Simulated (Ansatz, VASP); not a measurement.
# Two plane-wave programs on BaZrO3

```
Ba Zr O
1.0
     4.26038    0.00000    0.00000
     0.00000    4.26038    0.00000
     0.00000    0.00000    4.26038
Ba Zr O
1 1 3
Direct
  0.00000 0.00000 0.00000
  0.50000 0.50000 0.50000
  0.00000 0.50000 0.50000
  0.50000 0.50000 0.00000
  0.50000 0.00000 0.50000
```

Alike in both runs: task single point; functional r2SCAN; k mesh 6 × 6 × 6; occupations gaussian, width 0.05 eV; no spin polarisation.

```csv
,VASP,Ansatz
version,VASP 6.6.1,Ansatz 0.2.0
potentials or method,"VASP PAW PBE potentials, release 64 (Ba_sv, Zr_sv, O), cutoff 520 eV","scalar-relativistic, plane waves, PAW"
valence electrons in the cell,40,40
```

```csv
,VASP,Ansatz,Ansatz less VASP
gap on the k mesh at the Fermi level (eV),3.58,3.63,+0.048
least direct gap on the mesh (eV),3.87,3.89,+0.023
pressure (GPa),-5.0,-5.9,-0.87
```

VASP's potentials were made for PBE, not for r2SCAN.

Neither program's run includes spin-orbit coupling.
